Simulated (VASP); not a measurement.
Fe, 1 atom in the cell. It takes space group Im-3m (No. 229, cubic). The conventional cell has a = 2.796 Å, b = 2.796 Å, c = 2.796 Å, α = 90.00°, β = 90.00°, γ = 90.00°. Within 3.2 Å of Fe (site symmetry m-3m) lie 14 Fe at 2.42 to 2.80 Å. 

```yaml
Program: VASP 6.6.1
Task: single point
Functional: PBE
Potentials_or_basis: VASP PAW PBE potentials, release 64 (Fe)
Cutoff: 600 eV
k_mesh: 19 × 19 × 19
Occupations: fermi-dirac, width 0.0612256 eV
Spin: no spin polarisation
Dipole_correction: no
Further_INCAR_settings: ALGO = Normal; EDIFF = 1e-06; NBANDS = 10
```

Potentials or basis: VASP PAW PBE potentials, release 64 (Fe).

Run with:

```bash
$ cat potpaw_PBE.64/Fe/POTCAR > POTCAR
$ mpirun -np 1 vasp_std > vasp.out
```

Hardware: 1 thread of AMD EPYC 7R43 64-Core Processor (Zen 3) (shared host).

**Question.** Estimate the wall time of this run.

**Answer.** It took 23 s on 1 thread of AMD EPYC 7R43 64-Core Processor (Zen 3) (shared host), peak memory 0.11 GiB. Counts: scf iterations 12, k points 220.
